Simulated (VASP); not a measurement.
# Sr4HfO (P-6m2) in VASP: notebook

Sr4HfO is run at these levels: PBE; tasks: single point.

Program: VASP 6.6.1. These are calculated values, not measurements. Logs are shortened: lines on timing, memory, paths and dates and some standing lists are left out, and cuts for length are marked.

### Step 1. The cell of the first run

It takes space group P-6m2 (No. 187, hexagonal). Conventional cell: a = 6.215 Å, b = 6.215 Å, c = 4.721 Å, α = 90.00°, β = 90.00°, γ = 120.00°. Within 3.9 Å of Sr (site symmetry -6m2) lie 6 Sr at 2.96 Å and 3 O at 3.59 Å and 3 Hf at 3.59 Å. Within 4.0 Å of Sr (site symmetry mm2) lie 6 Sr at 2.96 to 3.13 Å and 2 O at 2.97 Å and 4 Hf at 3.90 Å. Hf (site symmetry -6m2) has 3 O at 3.59 Å and 15 Sr at 3.59 to 3.90 Å and 2 Hf at 4.72 Å within 4.8 Å. Within 3.9 Å of O (site symmetry -6m2) lie 9 Sr at 2.97 to 3.59 Å and 3 Hf at 3.59 Å.

The cell was generated, and may not be a known phase.

### Step 2. Single point, PBE

INCAR reads:

```
PREC     = Accurate       # precision mode
ENCUT    = 520            # plane-wave cutoff, eV
EDIFF    = 1E-6           # SCF threshold, eV
ISMEAR   = 0              # smearing method
SIGMA    = 0.1            # smearing width, eV
LREAL    = False          # projectors in reciprocal space
LASPH    = True           # aspherical terms in the spheres
NELM     = 80             # most SCF steps
ALGO     = Normal         # electronic algorithm
ISIF     = 2              # what is computed and relaxed
LWAVE    = False          # write WAVECAR
LCHARG   = True           # write CHGCAR
GGA      = PE             # functional
LELF     = True           # ELF
LVHAR    = True         
NBANDS   = 37             # bands
```

KPOINTS reads:

```
Automatic mesh
0
Gamma
  3 3 4
```

POSCAR reads:

```
Sr4HfO
1.0
    6.2152827700      0.0000000000      0.0000000000
   -3.1076413800      5.3825927700      0.0000000000
    0.0000000000      0.0000000000      4.7208895500
Sr Hf O
4 1 1
Direct
    0.3333333300      0.6666666700      0.0000000000
    0.1676396500      0.3352793100      0.5000000000
    0.6647206900      0.8323603500      0.5000000000
    0.1676396500      0.8323603500      0.5000000000
    0.6666666700      0.3333333300      0.0000000000
    0.0000000000      0.0000000000      0.0000000000
```

Potentials or basis: VASP PAW PBE potentials, release 64 (Sr_sv, Hf_pv, O).

Launch:

```
cat potpaw_PBE.64/Sr_sv/POTCAR potpaw_PBE.64/Hf_pv/POTCAR potpaw_PBE.64/O/POTCAR > POTCAR
mpirun -np 1 vasp_std > vasp.out
```

OUTCAR:

```text
PREC = Accurate
   ENCUT = 520
   EDIFF = 1E-6
   ISMEAR = 0
   LREAL = False
   LASPH = True
   NELM = 80
   ISIF = 2
   GGA = PE

 ion  position               nearest neighbor table
   1  0.333  0.667  0.000-   4 2.96   4 2.96   2 2.96   2 2.96   3 2.96   3 2.96   5 3.59   5 3.59
                             5 3.59
   2  0.168  0.335  0.500-   1 2.96   1 2.96   6 2.97   6 2.97   4 3.09   3 3.09   4 3.13   3 3.13
                             5 3.90   5 3.90   5 3.90   5 3.90
   3  0.665  0.832  0.500-   1 2.96   1 2.96   6 2.97   6 2.97   4 3.09   2 3.09   4 3.13   2 3.13
                             5 3.90   5 3.90   5 3.90   5 3.90
   4  0.168  0.832  0.500-   1 2.96   1 2.96   6 2.97   6 2.97   2 3.09   3 3.09   2 3.13   3 3.13
                             5 3.90   5 3.90   5 3.90   5 3.90
   5  0.667  0.333  0.000-   1 3.59   1 3.59   1 3.59   3 3.90   3 3.90   2 3.90   2 3.90   4 3.90
                             4 3.90   4 3.90   4 3.90   3 3.90   3 3.90   2 3.90   2 3.90
   6  0.000  0.000  0.000-   4 2.97   4 2.97   2 2.97   2 2.97   3 2.97   3 2.97

  LATTYP: Found a hexagonal cell.
 ALAT       =     6.2152827700
 C/A-ratio  =     0.7595615074

  Lattice vectors:

 A1 = (   6.2152827700,   0.0000000000,   0.0000000000)
 A2 = (  -3.1076413800,   5.3825927700,   0.0000000000)
 A3 = (   0.0000000000,   0.0000000000,   4.7208895500)

Analysis of symmetry for initial positions (statically):
=====================================================================
 Subroutine PRICEL returns:
 Original cell was already a primitive cell.

 Routine SETGRP: Setting up the symmetry group for a
 hexagonal supercell.

 Subroutine GETGRP returns: Found 12 space group operations
 (whereof 12 operations were pure point group operations)
 out of a pool of 24 trial point group operations.

The static configuration has the point symmetry D_3h.

Analysis of symmetry for dynamics (positions and initial velocities):
=====================================================================
 Subroutine PRICEL returns:
 Original cell was already a primitive cell.

 Routine SETGRP: Setting up the symmetry group for a
 hexagonal supercell.

 Subroutine GETGRP returns: Found 12 space group operations
 (whereof 12 operations were pure point group operations)
 out of a pool of 24 trial point group operations.

The dynamic configuration has the point symmetry D_3h.

 Subroutine INISYM returns: Found 12 space group operations
 (whereof 12 operations are pure point group operations),
 and found     1 'primitive' translations

----------------------------------------------------------------------------------------

                                     Primitive cell

  volume of cell :     157.9342

  direct lattice vectors                    reciprocal lattice vectors
     6.215282770  0.000000000  0.000000000     0.160893726  0.092892036  0.000000000
    -3.107641380  5.382592770  0.000000000     0.000000000  0.185784071  0.000000000
     0.000000000  0.000000000  4.720889550     0.000000000  0.000000000  0.211824485

  length of vectors
     6.215282770  6.215282767  4.720889550     0.185784071  0.185784071  0.211824485

  position of ions in fractional coordinates (direct lattice)
     0.333333330  0.666666670  0.000000000
     0.167639650  0.335279310  0.500000000
     0.664720690  0.832360350  0.500000000
     0.167639650  0.832360350  0.500000000
     0.666666670  0.333333330  0.000000000
     0.000000000  0.000000000  0.000000000

  ion indices of the primitive-cell ions
   primitive index   ion index
                 1           1
                 2           2
                 3           3
                 4           4
                 5           5
                 6           6

----------------------------------------------------------------------------------------

 KPOINTS: Automatic mesh

Automatic generation of k-mesh.
 Grid dimensions read from file:
 generate k-points for:    3    3    4

 Generating k-lattice:

  Cartesian coordinates                     Fractional coordinates (reciprocal lattice)
     0.053631242  0.030964012  0.000000000     0.333333333  0.000000000  0.000000000
     0.000000000  0.061928024  0.000000000     0.000000000  0.333333333  0.000000000
     0.000000000  0.000000000  0.052956121     0.000000000  0.000000000  0.250000000

  Length of vectors
     0.061928024  0.061928024  0.052956121

  Shift w.r.t. Gamma in fractional coordinates (k-lattice)
     0.000000000  0.000000000  0.000000000

 Subroutine IBZKPT returns following result:
 ===========================================

 Found      9 irreducible k-points:

 Following reciprocal coordinates:
            Coordinates               Weight
  0.000000  0.000000  0.000000      1.000000
  0.333333 -0.000000  0.000000      6.000000
  0.333333  0.333333  0.000000      2.000000
  0.000000  0.000000  0.250000      2.000000
  0.333333 -0.000000  0.250000     12.000000
  0.333333  0.333333  0.250000      4.000000
  0.000000  0.000000  0.500000      1.000000
  0.333333 -0.000000  0.500000      6.000000
  0.333333  0.333333  0.500000      2.000000
   k-points           NKPTS =      9   k-points in BZ     NKDIM =      9   number of bands    NBANDS=     37
   number of dos      NEDOS =    301   number of ions     NIONS =      6
   total plane-waves  NPLWV =  82944
   dimension x,y,z NGX =    48 NGY =   48 NGZ =   36
   dimension x,y,z NGXF=    96 NGYF=   96 NGZF=   72
   ions per type =               4   1   1
   NGX,Y,Z   is equivalent  to a cutoff of  12.84, 12.84, 12.68 a.u.
   NGXF,Y,Z  is equivalent  to a cutoff of  25.68, 25.68, 25.35 a.u.
 SYSTEM =  unknown system
   PREC   = accura    normal or accurate (medium, high low for compatibility)
   ISTART =      0    job   : 0-new  1-cont  2-samecut
   ICHARG =      2    charge: 1-file 2-atom 10-const
   ISPIN  =      1    spin polarized calculation?
   LNONCOLLINEAR =      F non collinear calculations
   LSORBIT =      F    spin-orbit coupling
   LASPH  =      T    aspherical Exc in radial PAW
   ENCUT  =  520.0 eV  38.22 Ry    6.18 a.u.  11.56 11.56  8.78*2*pi/ulx,y,z
   NELM   =     80;   NELMIN=  2; NELMDL= -5     # of ELM steps
   EDIFF  = 0.1E-05   stopping-criterion for ELM
   LREAL  =      F    real-space projection
   EDIFFG = 0.1E-04   stopping-criterion for IOM
   NSW    =      0    number of steps for IOM
   IBRION =     -1    ionic relax: 0-MD 1-quasi-New 2-CG
   NFREE  =      0    steps in history (QN), initial steepest desc. (CG)
   ISIF   =      2    stress and relaxation
   ISYM   =      2    0-nonsym 1-usesym 2-fastsym
   POTIM  = 0.5000    time-step for ionic-motion
   TEBEG  =    0.0;   TEEND  =   0.0 temperature during run
   PSTRESS=    0.0 pullay stress
   NELECT =      56.0000    total number of electrons
   NUPDOWN=      -1.0000    fix difference up-down
   EMIN   =  10.00;   EMAX   =-10.00  energy-range for DOS
   EFERMI =   0.00;   METHOD = LEGACY
   ISMEAR =     0;   SIGMA  =   0.10  broadening in eV -4-tet -1-fermi 0-gaus
   EFERMI_NEDOS =   21; number of points for ismear=-14 and -15
   IALGO  =     38    algorithm
   IMIX   =      4    mixing-type and parameters
     AMIX     =   0.40;   BMIX     =  1.00
     AMIX_MAG =   1.60;   BMIX_MAG =  1.00
  volume/ion in A,a.u.               =      26.32       177.63
  Fermi-wavevector in a.u.,A,eV,Ry     =   1.158721  2.189665 18.267639  1.342634
  Thomas-Fermi vector in A             =   2.295320
   LORBIT       =      0    0 simple, 1 ext, 2 COOP (PROOUT), +10 PAW based schemes
   GGA     = PE    functional components
   LHFCALC =     F    Hartree Fock is set to
   AEXX    =    0.0000 exact exchange contribution
   IVDW    =     0    specifies the selected vdW correction
   LEPSILON=     F    determine dielectric tensor
   LRPA    =     F    only Hartree local field effects (RPA)
 non-spin polarized calculation
 Gauss-broadening in eV      SIGMA  =   0.10
  energy-cutoff  :      520.00
  volume of cell :      157.93
 maximum number of plane-waves:      4284
 NGX is ok and might be reduce to    48
   NGX = 23   NGY = 23   NGZ = 17

 number of electron      55.9999996 magnetization

 Free energy of the ion-electron system (eV)
  ---------------------------------------------------
  ext. energy  EPLUGINS =         0.00000000
  ---------------------------------------------------
  free energy    TOTEN  =       -15.14593746 eV

  energy without entropy =      -15.09120874  energy(sigma->0) =      -15.11857310

 E-fermi :   3.5448     XC(G=0):  -9.5799

 val. band max:        3.5420495240   @ k =   0.3333   0.3333   0.0000
 cond. band min:       3.5492627353   @ k =   0.0000   0.0000   0.5000
 fundamental gap:      0.0072132113
 Fermi energy:         3.5447618130

 k-point     1 :       0.0000    0.0000    0.0000
  band No.  band energies     occupation
      1     -32.5596      2.00000
      2     -32.0155      2.00000
      3     -32.0155      2.00000
      4     -31.9596      2.00000
      5     -28.0425      2.00000
      6     -28.0425      2.00000
[... 29 lines left out ...]
     36       6.1129      0.00000
     37       6.3724      0.00000

 k-point     2 :       0.3333   -0.0000    0.0000
  band No.  band energies     occupation
      1     -32.5153      2.00000
      2     -32.1175      2.00000
      3     -32.0159      2.00000
      4     -31.9066      2.00000
      5     -28.0425      2.00000
      6     -28.0420      2.00000
[... 29 lines left out ...]
     36       6.1891      0.00000
     37       6.3684      0.00000

 k-point     3 :       0.3333    0.3333    0.0000
  band No.  band energies     occupation
      1     -32.4875      2.00000
      2     -32.1603      2.00000
      3     -32.0162      2.00000
      4     -31.8937      2.00000
      5     -28.0424      2.00000
      6     -28.0417      2.00000
[... 29 lines left out ...]
     36       5.7465      0.00000
     37       6.2410      0.00000
[... 161 lines left out ...]
 k-point     8 :       0.3333   -0.0000    0.5000
  band No.  band energies     occupation
      1     -32.2725      2.00000
      2     -32.1981      2.00000
      3     -32.0826      2.00000
      4     -32.0135      2.00000
      5     -28.0422      2.00000
      6     -28.0419      2.00000
[... 29 lines left out ...]
     36       5.5341      0.00000
     37       6.3686      0.00000

 k-point     9 :       0.3333    0.3333    0.5000
  band No.  band energies     occupation
      1     -32.1999      2.00000
      2     -32.1982      2.00000
      3     -32.1575      2.00000
      4     -32.0139      2.00000
      5     -28.0423      2.00000
      6     -28.0416      2.00000
[... 29 lines left out ...]
     36       5.5759      0.00000
     37       6.1927      0.00000

------------------------ aborting loop because EDIFF is reached ----------------------------------------

  FORCE on cell =-STRESS in cart. coord.  units (eV):
  Direction    XX          YY          ZZ          XY          YZ          ZX
  --------------------------------------------------------------------------------------
  -------------------------------------------------------------------------------------
  Total        9.8818302      9.8818302      4.6955306      0.0000000      0.0000000      0.0000000
  in kB      100.2470758    100.2470758     47.6342134      0.0000001      0.0000000      0.0000000
  external PRESSURE =      82.7094550 kB  Pullay stress =       0.0000000 kB

 VOLUME and BASIS-vectors are now :
 -----------------------------------------------------------------------------
  energy-cutoff  :      520.00
  volume of cell :      157.93
      direct lattice vectors                 reciprocal lattice vectors
     6.215282770  0.000000000  0.000000000     0.160893726  0.092892036  0.000000000
    -3.107641380  5.382592770  0.000000000     0.000000000  0.185784071  0.000000000
     0.000000000  0.000000000  4.720889550     0.000000000  0.000000000  0.211824485

 POSITION                                       TOTAL-FORCE (eV/Angst)
 -----------------------------------------------------------------------------------
     -0.00000      3.58840      0.00000        -0.000000      0.000000      0.000000
     -0.00000      1.80467      2.36044        -0.000000     -3.445134     -0.000000
      1.54475      4.48026      2.36044         2.983574      1.722567      0.000000
     -1.54475      4.48026      2.36044        -2.983574      1.722567      0.000000
      3.10764      1.79420      0.00000        -0.000000      0.000000      0.000000
      0.00000      0.00000      0.00000        -0.000000      0.000000      0.000000
 -----------------------------------------------------------------------------------
    total drift:                                0.000082     -0.000047     -0.000000

  FREE ENERGIE OF THE ION-ELECTRON SYSTEM (eV)
  ---------------------------------------------------
  free  energy   TOTEN  =       -15.1459374635 eV

  energy  without entropy=      -15.0912087448  energy(sigma->0) =      -15.11857310
```

Run time: 36 s. Hardware: 1 thread of AMD EPYC 9R45 (Zen 5), shared host; peak memory 0.26 GiB.

What came out:

* Free energy: -15.1459 eV
* Pressure: 8.3 GPa
* Largest force: 3.445 eV/Å
* Band gap on the k mesh: zero (bands 28 and 29 overlap by 0.40 eV)

Forces in eV/Å, atoms in the order of the input:
```
Sr   0.000  0.000  0.000
Sr   0.000 -3.445  0.000
Sr   2.984  1.723  0.000
Sr  -2.984  1.723  0.000
Hf   0.000  0.000  0.000
O    0.000  0.000  0.000
```

Stress tensor (GPa, compression positive):
```
10.02  0.00  0.00
 0.00 10.02  0.00
 0.00  0.00  4.76
```

Levels at points of the mesh, in eV from the Fermi level:
| k point | band 26 | band 27 | band 28 | band 29 | band 30 | band 31 |
| --- | --- | --- | --- | --- | --- | --- |
| (0.00, 0.00, 0.00) | -0.48 | -0.34 | -0.34 | 0.06 | 0.06 | 1.60 |
| (0.00, 0.00, 0.50) | -0.21 | -0.19 | 0.00 | 0.00 | 0.05 | 0.05 |

Caveat: the k points lie up to 0.39 Å⁻¹ apart; spin-orbit coupling is left out, which moves the levels of the heavy elements; forces of over 1 eV/Å act on the atoms, so gaps and moduli don't describe the material at rest.

### Step 3. Single point, PBE

This run uses another cell than the first one, of 35.53 Å³/atom.

INCAR reads:

```
SYSTEM = Sr4HfO
PREC     = Accurate       ! precision mode
ENCUT    = 520            ! plane-wave cutoff, eV
EDIFF    = 1E-7           ! SCF threshold, eV
ISMEAR   = 0              ! smearing method
SIGMA    = 0.1            ! smearing width, eV
LREAL    = .False.        ! projectors in reciprocal space
LASPH    = .True.         ! aspherical terms in the spheres
NELM     = 100            ! most SCF steps
ALGO     = Normal         ! electronic algorithm
ISIF     = 2              ! what is computed and relaxed
LWAVE    = .False.        ! write WAVECAR
LCHARG   = .False.        ! write CHGCAR
GGA      = PE             ! functional
NBANDS   = 37             ! bands
```

KPOINTS reads:

```
regular mesh
0
Gamma
  3 3 4
  0 0 0
```

POSCAR reads:

```
Sr4HfO
1.0
    8.3316327804     -0.0000000039      0.0000000000
   -4.1658163869      7.2154056448      0.0000000000
    0.0000000000      0.0000000000      3.5456521516
Sr Hf O
4 1 1
Direct
    0.3333333333      0.6666666667      0.0000000000
    0.1287172933      0.2574345865      0.5000000000
    0.7425654135      0.8712827067      0.5000000000
    0.1287172933      0.8712827067      0.5000000000
    0.6666666667      0.3333333333      0.0000000000
    0.0000000000      0.0000000000      0.0000000000
```

Potentials or basis: VASP PAW PBE potentials, release 64 (Sr_sv, Hf_pv, O).

Launch:

```
cat potpaw_PBE.64/Sr_sv/POTCAR potpaw_PBE.64/Hf_pv/POTCAR potpaw_PBE.64/O/POTCAR > POTCAR
mpirun -np 1 vasp_std > vasp.out
```

Wall time 65 s (1 thread of AMD EPYC 9R45 (Zen 5), shared host); peak memory 0.33 GiB.

The run converged. Its results:

| Quantity | Value |
| --- | --- |
| Free energy | -20.4708 eV |
| Pressure | 0.4 GPa |
| Largest force | 0.035 eV/Å |
| Band gap on the k mesh | zero (bands 28 and 29 overlap by 0.42 eV) |

Forces in eV/Å, atoms in the order of the input:
```
Sr   0.000  0.000  0.000
Sr   0.000  0.035  0.000
Sr  -0.030 -0.018  0.000
Sr   0.030 -0.018  0.000
Hf   0.000  0.000  0.000
O    0.000  0.000  0.000
```

Levels at points of the mesh, in eV from the Fermi level:
| k point | band 26 | band 27 | band 28 | band 29 | band 30 | band 31 |
| --- | --- | --- | --- | --- | --- | --- |
| (0.00, 0.00, 0.00) | -0.82 | -0.61 | -0.61 | -0.25 | -0.25 | 0.54 |
| (0.00, 0.00, 0.50) | -0.43 | -0.29 | 0.15 | 0.15 | 0.24 | 0.24 |

Caveat: the k points lie up to 0.44 Å⁻¹ apart; spin-orbit coupling is left out, which moves the levels of the heavy elements.

### Step 4. Single point, PBE

This run uses another cell than the first one, of 35.53 Å³/atom.

INCAR reads:

```
SYSTEM = Sr4HfO
PREC = Accurate
ENCUT = 520
EDIFF = 1E-6
ISMEAR = 0
SIGMA = 0.1
LREAL = .FALSE.
LASPH = .TRUE.
NELM = 80
ALGO = Normal
ISIF = 2
LWAVE = .FALSE.
LCHARG = .FALSE.
GGA = PE
NBANDS = 37
```

KPOINTS reads:

```
Automatic mesh
0
G
  3 3 6
  0 0 0
```

POSCAR: that of step 3 with these lines changed.

```diff
@@ -2,4 +2,4 @@
 1.0
-    8.3316327804     -0.0000000039      0.0000000000
-   -4.1658163869      7.2154056448      0.0000000000
+    8.3316327804      0.0000000000      0.0000000000
+   -4.1658163902      7.2154056429      0.0000000000
     0.0000000000      0.0000000000      3.5456521516
```

Launch:

```
cat potpaw_PBE.64/Sr_sv/POTCAR potpaw_PBE.64/Hf_pv/POTCAR potpaw_PBE.64/O/POTCAR > POTCAR
mpirun -np 1 vasp_std > vasp.out
```

It took 82 s on 1 thread of AMD EPYC 9R45 (Zen 5), shared host; peak memory 0.35 GiB.

The run converged. Its results:

```
Free energy            : -20.4618 eV
Pressure               : 0.3 GPa
Largest force          : 0.033 eV/Å
Band gap on the k mesh : zero (bands 28 and 29 overlap by 0.50 eV)
```

Forces on the atoms (eV/Å):
```
Sr   0.000  0.000  0.000
Sr   0.000  0.033  0.000
Sr  -0.028 -0.016  0.000
Sr   0.028 -0.016  0.000
Hf   0.000  0.000  0.000
O    0.000  0.000  0.000
```

Stress tensor (GPa, compression positive):
```
0.43 0.00 0.00
0.00 0.43 0.00
0.00 0.00 0.09
```

Levels at points of the mesh, in eV from the Fermi level:
```csv
k point,band 26,band 27,band 28,band 29,band 30,band 31
"(0.00, 0.00, 0.00)",-0.76,-0.60,-0.60,-0.25,-0.25,0.58
"(0.00, 0.00, 0.50)",-0.39,-0.26,0.19,0.19,0.23,0.23
```

Caveat: spin-orbit coupling is left out, which moves the levels of the heavy elements.

### Step 5. Summary

```tsv
cell	k mesh	gap on the mesh (eV)	pressure (GPa)	largest force (eV/Å)
a = 6.215, b = 6.215, c = 4.721 Å, angles 90.0, 90.0, 120.0°, 6 atoms, atomic positions A	3 × 3 × 4	none	8.3	3.45
a = 8.332, b = 8.332, c = 3.546 Å, angles 90.0, 90.0, 120.0°, 6 atoms, atomic positions B	3 × 3 × 4	none	0.4	0.04
a = 8.332, b = 8.332, c = 3.546 Å, angles 90.0, 90.0, 120.0°, 6 atoms, atomic positions B	3 × 3 × 6	none	0.3	0.03
```

Alike in all rows: task single point; level PBE; potentials or basis VASP PAW PBE potentials, release 64 (Sr_sv, Hf_pv, O); no spin polarisation; cutoff (eV) 520; smearing gaussian 0.1 eV.

Caveats: some runs use coarse meshes; spin-orbit coupling is left out, which moves the levels of the heavy elements; forces of over 1 eV/Å act on the atoms, so gaps and moduli don't describe the material at rest (at least some runs).

Total energies depend on the potentials used, so only differences within one code and one set of settings carry meaning.

The gap in the log of VASP goes by the Fermi energy; the results here count the filled bands.